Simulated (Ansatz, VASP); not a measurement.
Two plane-wave programs on SiO2

```xyz
6
Lattice="4.1550 0.0000 0.0000 0.0000 4.1550 0.0000 0.0000 0.0000 2.6614" Properties=species:S:1:pos:R:3 pbc="T T T"
Si    0.0000    0.0000    0.0000
Si    2.0775    2.0775    1.3307
O     1.2697    1.2697    0.0000
O     0.8078    3.3472    1.3307
O     2.8853    2.8853    0.0000
O     3.3472    0.8078    1.3307
```

Alike in both runs: functional LDA; k mesh 6 × 6 × 8; occupations gaussian, width 0.02 eV; no spin polarisation.

Ansatz relaxed the structure, and its values are those at the end. VASP's run is a single point on that final structure, the one shown.

```csv
,VASP,Ansatz
version,VASP 6.6.1,Ansatz 0.2.0
potentials or method,"VASP PAW LDA potentials, release 64 (Si, O), cutoff 520 eV","scalar-relativistic, plane waves, PAW"
valence electrons in the cell,32,32
```

|  | VASP | Ansatz | Ansatz less VASP |
| --- | --- | --- | --- |
| gap on the k mesh at the Fermi level (eV) | 5.82 | 5.81 | -0.009 |
| least direct gap on the mesh (eV) | 5.82 | 5.81 | -0.009 |
| pressure (GPa) | 1.1 | 0.0 | -1.10 |
| rms of the force components (eV/Å) | 0.017 | 0.000 | -0.0168 |

LDA's correlation is that of Perdew and Zunger in VASP and of Perdew and Wang (1992) in Ansatz.
